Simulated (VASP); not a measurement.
Wanted: the native input for a VASP 6.6.1 run.

| Property | Result |
| --- | --- |
| Task | band structure |
| Functional | AM05 |
| Potentials or basis | VASP PAW PBE potentials, release 64 (Si, O) |
| Cutoff | 460 eV |
| k mesh | 4 × 4 × 3 |
| Occupations | gaussian, width 0.03 eV |
| Spin | no spin polarisation |
| Tolerance level | standard |
| Purpose | bands |
| Route | fixed density (ICHARG 11) |
| Further INCAR settings | ALGO = Normal; EDIFF = 1e-06; NBANDS = 54 |

Crystal: SiO2.

```
Si O
1.0
     4.98200    0.00000    0.00000
     0.00000    4.98200    0.00000
     0.00000    0.00000    6.96300
Si O
4 8
Cartesian
  3.9805 1.0015 5.2222
  3.4925 3.4925 3.4815
  1.0015 3.9805 1.7408
  1.4895 1.4895 0.0000
  0.5155 1.1951 5.7227
  1.2959 3.0065 0.5004
  4.4665 3.7869 2.2412
  3.6861 1.9755 3.9819
  3.0065 1.2959 6.4626
  3.7869 4.4665 4.7218
  1.9755 3.6861 2.9811
  1.1951 0.5155 1.2403
```

These files were run (other wordings do the same):

POSCAR

```
SiO2
1.0
    4.9820000000      0.0000000000      0.0000000000
    0.0000000000      4.9820000000      0.0000000000
    0.0000000000      0.0000000000      6.9630000000
Si O
4 8
Direct
    0.7989700000      0.2010300000      0.7500000000
    0.7010300000      0.7010300000      0.5000000000
    0.2010300000      0.7989700000      0.2500000000
    0.2989700000      0.2989700000      0.0000000000
    0.1034700000      0.2398900000      0.8218700000
    0.2601100000      0.6034700000      0.0718700000
    0.8965300000      0.7601100000      0.3218700000
    0.7398900000      0.3965300000      0.5718700000
    0.6034700000      0.2601100000      0.9281300000
    0.7601100000      0.8965300000      0.6781300000
    0.3965300000      0.7398900000      0.4281300000
    0.2398900000      0.1034700000      0.1781300000
```

INCAR.step1

```
SYSTEM = SiO2
GGA = AM
ISMEAR = 0
SIGMA = 0.03
LWAVE = .FALSE.
LCHARG = .TRUE.
NBANDS = 54
PREC = Accurate
LASPH = .TRUE.
LREAL = .FALSE.
ALGO = Normal
EDIFF = 1E-6
NELM = 120
GGA_COMPAT = .FALSE.
ENCUT = 460
EFERMI = MIDGAP
KPAR = 2
```

KPOINTS.step1

```
Automatic mesh
0
Gamma
  4 4 3
  0 0 0
```

INCAR.step2

```
SYSTEM = SiO2
GGA = AM
ISMEAR = 0
SIGMA = 0.03
LWAVE = .FALSE.
LCHARG = .FALSE.
NBANDS = 54
PREC = Accurate
LASPH = .TRUE.
LREAL = .FALSE.
ALGO = Normal
EDIFF = 1E-6
NELM = 120
GGA_COMPAT = .FALSE.
ENCUT = 460
EFERMI = MIDGAP
ICHARG = 11
KPAR = 2
```

KPOINTS.step2

```
path GXMGZRAZ,XR,MA
12
line-mode
reciprocal
 0.0000000000  0.0000000000  0.0000000000  G
 0.0000000000  0.5000000000  0.0000000000  X

 0.0000000000  0.5000000000  0.0000000000  X
 0.5000000000  0.5000000000  0.0000000000  M

 0.5000000000  0.5000000000  0.0000000000  M
 0.0000000000  0.0000000000  0.0000000000  G

 0.0000000000  0.0000000000  0.0000000000  G
 0.0000000000  0.0000000000  0.5000000000  Z

 0.0000000000  0.0000000000  0.5000000000  Z
 0.0000000000  0.5000000000  0.5000000000  R

 0.0000000000  0.5000000000  0.5000000000  R
 0.5000000000  0.5000000000  0.5000000000  A

 0.5000000000  0.5000000000  0.5000000000  A
 0.0000000000  0.0000000000  0.5000000000  Z

 0.0000000000  0.5000000000  0.0000000000  X
 0.0000000000  0.5000000000  0.5000000000  R

 0.5000000000  0.5000000000  0.0000000000  M
 0.5000000000  0.5000000000  0.5000000000  A
```

Potentials or basis: VASP PAW PBE potentials, release 64 (Si, O).

Launch:

```sh
$ cat potpaw_PBE.64/Si/POTCAR potpaw_PBE.64/O/POTCAR > POTCAR
$ cp INCAR.step1 INCAR
$ cp KPOINTS.step1 KPOINTS
$ mpirun -np 2 vasp_std > vasp.out
$ cp INCAR.step2 INCAR
$ cp KPOINTS.step2 KPOINTS
$ mpirun -np 2 vasp_std > vasp.out
```

Results of the run:

```json
{
 "Band gap on the k mesh": "5.90 eV",
 "Band gap along the path": "5.90 eV"
}
```

Caveat: the log is that of the step along the path at fixed density, whose energy, stress, charges and moments have no meaning.

Wall time 3.1 min on 2 MPI ranks on Intel(R) Xeon(R) Platinum 8559C (Emerald Rapids) (shared host), peak memory 0.6 GiB a rank.
